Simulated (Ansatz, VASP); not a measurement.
## MnO2 in VASP and in Ansatz

```
Mn O
1.0
     2.91260    0.00000    0.00000
    -1.45630    2.52239    0.00000
     0.00000    0.00000    4.69162
Mn O
1 2
Direct
  0.00000 0.00000 0.50000
  0.33333 0.66667 0.70629
  0.66667 0.33333 0.29371
```

Alike in both runs: task single point; functional PBEsol; k mesh 11 × 11 × 6; occupations fermi-dirac, width 0.05 eV; collinear spin.

|  | VASP | Ansatz |
| --- | --- | --- |
| version | VASP 6.6.1 | Ansatz 0.2.0 |
| potentials or method | VASP PAW PBE potentials, release 64 (Mn_pv, O) | Ansatz PAW |
| plane-wave cutoff (eV) | 520 | 420 |
| valence electrons in the cell | 25 | 27 |

VASP gave:

* gap on the k mesh at the Fermi level (eV): 0.91
* least direct gap on the mesh (eV): 0.98
* pressure (GPa): -11.3
* traceless stress, the component that is largest in VASP (GPa): 4.04
* rms of the force components (eV/Å): 0.397
* net moment per atom (μB): 1.00
* size of the moment on the site where the two differ most (μB): 2.89

**Question.** What did Ansatz give for the same quantities?

**Answer.** gap on the k mesh at the Fermi level (eV): 0.94; least direct gap on the mesh (eV): 1.02; pressure (GPa): -12.1; traceless stress, the component that is largest in VASP (GPa): 4.40; rms of the force components (eV/Å): 0.430; net moment per atom (μB): 1.00; size of the moment on the site where the two differ most (μB): 2.56.

VASP's potentials were made for PBE, not for PBEsol. Site moments also hang on the region over which each program counts them. Atom by atom the forces differ by 0.033 eV/Å (rms over components). With one functional, cell and mesh, what is left measures potentials, basis and numerics. VASP's potentials hold 25 valence electrons a cell and Ansatz's 27, so a difference there can come from the potentials and not from the codes.

Noted on Ansatz's run: odd divisions of the mesh miss points on the zone boundary, where band edges often lie, so the gap on the mesh can be too wide.
